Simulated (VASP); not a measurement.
# Pt: single point with PBE

The system is Pt.

```
CELL_PARAMETERS angstrom
0.00000 1.98505 1.98505
1.98505 0.00000 1.98505
1.98505 1.98505 0.00000
ATOMIC_POSITIONS crystal
Pt 0.00000 0.00000 0.00000
```

| Property | Result |
| --- | --- |
| Program | VASP 6.6.1 |
| Task | single point |
| Functional | PBE |
| Potentials or basis | VASP PAW PBE potentials, release 64 (Pt) |
| Cutoff | 520 eV |
| k mesh | 18 × 18 × 18 |
| Occupations | gaussian, width 0.1 eV |
| Spin | no spin polarisation |
| Dipole correction | no |
| Further INCAR settings | ALGO = Normal; EDIFF = 1e-06; NBANDS = 11 |

```
Pressure               : -0.5 GPa
Band gap on the k mesh : zero (band 5 reaches 11.03 eV, above the bottom of band 6 at 8.94 eV)
```

Levels at points of the mesh, in eV from the Fermi level:
```csv
k point,band 2,band 3,band 4,band 5,band 6,band 7,band 8,band 9
"(0.00, 0.00, 0.00)",-3.57,-3.57,-3.57,-1.54,-1.54,14.74,19.50,19.50
"(0.50, 0.00, 0.00)",-3.63,-3.63,-0.32,0.03,0.03,5.56,14.29,18.73
"(0.50, 0.50, 0.00)",-6.25,-0.01,0.45,0.45,1.85,8.49,11.28,11.28
```

Run time: 29 s on 1 thread of AMD EPYC 7R13 Processor (Zen 3), with other jobs on the host, peak memory 0.14 GiB.

Caveat: spin-orbit coupling is left out, which moves the levels of the heavy elements.
